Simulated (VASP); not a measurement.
A run of VASP 6.6.1 is set up as follows.

Contents of INCAR:

```
PREC = Accurate ; ENCUT = 600
EDIFF = 1E-7 ; ISMEAR = 0
SIGMA = 0.1 ; LREAL = False
LASPH = True ; NELM = 120
ALGO = Normal ; ISIF = 3
LWAVE = False ; LCHARG = False
GGA = PS ; IBRION = 2
NSW = 80 ; EDIFFG = -0.01
GGA_COMPAT = False ; NELMIN = 4
```

The input KPOINTS:

```
Automatic mesh
0
Gamma
  18 18 10
```

The input POSCAR:

```
Cu
1.0
    2.5189553278      0.0000000000      0.0000000000
   -1.2594776639      2.1814793049      0.0000000000
    0.0000000000      0.0000000000      4.1159587970
Cu
2
Direct
    0.3333333333      0.6666666667      0.2500000000
    0.6666666667      0.3333333333      0.7500000000
```

Potentials or basis: VASP PAW PBE potentials, release 64 (Cu).

The run is started by

```console
$ cat potpaw_PBE.64/Cu/POTCAR > POTCAR
$ mpirun -np 1 vasp_std > vasp.out
```

Q: What does it give for the band gap on the k mesh?

A: Zero (band 11 reaches 11.98 eV, above the bottom of band 12 at 5.87 eV).

Q: Estimate the relaxed volume.

A: 11.38 Å³/atom.

Q: What does it give for the space group after relaxing (to 0.05 Å)?

A: P6_3/mmc (No. 194).

Q: Predict the relaxed cell.

A: a = 2.525 Å, b = 2.525 Å, c = 4.124 Å, α = 90.00°, β = 90.00°, γ = 120.00°.

Step by step:
```tsv
step	energy change (eV)	largest force (eV/Å)	pressure (GPa)	volume (Å³)
1	0.0000	0.0000	1.07	22.62
2	-0.0002	0.0000	-0.72	22.86
3	-0.0005	0.0000	0.01	22.76
```

Caveat: the PAW data sets were made with another functional, which shifts forces and pressure a little. Zero-point motion and thermal expansion aren't in these numbers.
